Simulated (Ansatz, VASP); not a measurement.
**One calculation of SnTe, two programs**

```
Sn Te
1.0
     4.27513    0.00000    0.00000
    -2.13756    3.70237    0.00000
     0.00000    0.00000    4.16256
Sn Te
1 1
Cartesian
  2.1376 1.2341 2.0813
  0.0000 0.0000 0.0000
```

Change from the starting cell: species swapped into the WC type (P-6m2, No. 187).

Alike in both runs: functional PBE; k mesh 18 × 18 × 14; occupations gaussian, width 0.1 eV; no spin polarisation.

Ansatz relaxed the structure, and its values are those at the end. VASP's run is a single point on that final structure, the one shown.

```csv
,VASP,Ansatz
version,VASP 6.6.1,Ansatz 0.2.0
potentials or method,"VASP PAW PBE potentials, release 64 (Sn_d, Te), cutoff 520 eV","scalar-relativistic, plane waves, PAW"
valence electrons in the cell,20,30
```

```csv
,VASP,Ansatz,Ansatz less VASP
gap on the k mesh at the Fermi level (eV),none,none,-
pressure (GPa),0.0,0.0,+0.03
```

A gap of «none» marks a metal or a gap that the smearing closes. VASP's potentials hold 20 valence electrons a cell and Ansatz's 30, so a difference there can come from the potentials and not from the codes.

Neither program's run includes spin-orbit coupling.
